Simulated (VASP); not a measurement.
Ba2Ni3N2:

```xyz
14
Lattice="7.4325 0.0000 0.0000 0.0000 5.2233 3.5265 0.0000 -5.2233 3.5265" Properties=species:S:1:pos:R:3 pbc="T T T"
Ba    4.3915   -1.7532    3.5374
Ba    3.0410    1.7532    3.5374
Ba    0.6753   -3.4700    3.5374
Ba    6.7572    3.4700    3.5374
Ni    5.5164    0.7990    1.7519
Ni    1.9161   -0.7990    1.7519
Ni    1.8002   -0.7990    5.2784
Ni    5.6323    0.7990    5.2784
Ni    3.7163    0.0000    0.1982
Ni    0.0000    0.0000    3.7247
N     5.3709   -4.4507    3.5003
N     2.0616    4.4507    3.5003
N     1.6546   -0.7726    3.5003
N     5.7779    0.7726    3.5003
```

- Program: VASP 6.6.1
- Task: relaxation of cell and atoms
- Functional: PBEsol
- Potentials or basis: VASP PAW PBE potentials, release 64 (Ba_sv, Ni, N)
- Cutoff: 600 eV
- k mesh: 6 × 6 × 6
- Occupations: methfessel-paxton, width 0.1 eV
- Spin: no spin polarisation

At the start: pressure -2.2 GPa; volume 19.56 Å³/atom.

Task: Where does the relaxation end?

Result: Over 29 steps the energy falls by 3.9 meV/atom and the volume is 19.02 Å³/atom (-2.8 %); space group Aea2 (No. 41, to 0.1 Å) before and after.

Step by step:
```tsv
step	energy change (eV)	largest force (eV/Å)	pressure (GPa)	volume (Å³)
1	0.0000	0.0667	-2.24	273.81
2	-0.0205	0.1835	1.68	263.11
3	-0.0450	0.0782	-0.04	267.58
4	-0.0514	0.0788	-0.06	266.66
5	-0.0517	0.0824	-0.01	266.38
6	-0.0526	0.0500	0.03	266.14
7	-0.0526	0.0455	0.00	266.16
8	-0.0527	0.0504	0.02	266.06
9	-0.0528	0.0219	0.02	266.10
10	-0.0530	0.0177	0.02	266.17
11	-0.0531	0.0165	-0.09	266.38
12	-0.0532	0.0171	-0.10	266.32
13	-0.0533	0.0185	0.00	266.12
14	-0.0534	0.0168	0.00	266.10
15	-0.0535	0.0142	-0.03	266.04
16	-0.0534	0.0320	0.01	265.91
17	-0.0535	0.0198	0.00	266.00
18	-0.0536	0.0149	0.03	265.98
19	-0.0537	0.0156	0.01	265.93
20	-0.0536	0.0503	0.08	265.83
21	-0.0537	0.0226	0.06	265.91
22	-0.0538	0.0170	0.05	265.95
23	-0.0538	0.0242	-0.02	266.09
24	-0.0538	0.0207	0.01	266.06
25	-0.0539	0.0181	-0.01	266.10
26	-0.0540	0.0100	-0.02	266.22
27	-0.0538	0.0146	-0.13	266.45
28	-0.0540	0.0101	-0.12	266.31
29	-0.0540	0.0094	-0.06	266.28
```

Final structure:
```
Ba Ni N
1.0
     7.34059    0.00000    0.00000
     0.00000    5.16818    3.50943
     0.00000   -5.16818    3.50943
Ba Ni N
4 6 4
Direct
  0.59252 0.33488 0.66889
  0.40748 0.66889 0.33488
  0.09252 0.16889 0.83488
  0.90748 0.83488 0.16889
  0.74245 0.32593 0.17095
  0.25755 0.17095 0.32593
  0.24245 0.67095 0.82593
  0.75755 0.82593 0.67095
  0.50000 0.02720 0.02720
  0.00000 0.52720 0.52720
  0.72323 0.07193 0.92071
  0.27677 0.92071 0.07193
  0.22323 0.42071 0.57193
  0.77677 0.57193 0.42071
```

Caveat: the PAW data sets were made with another functional, which shifts forces and pressure a little; the run has no spin polarisation, though such a crystal can be magnetic.
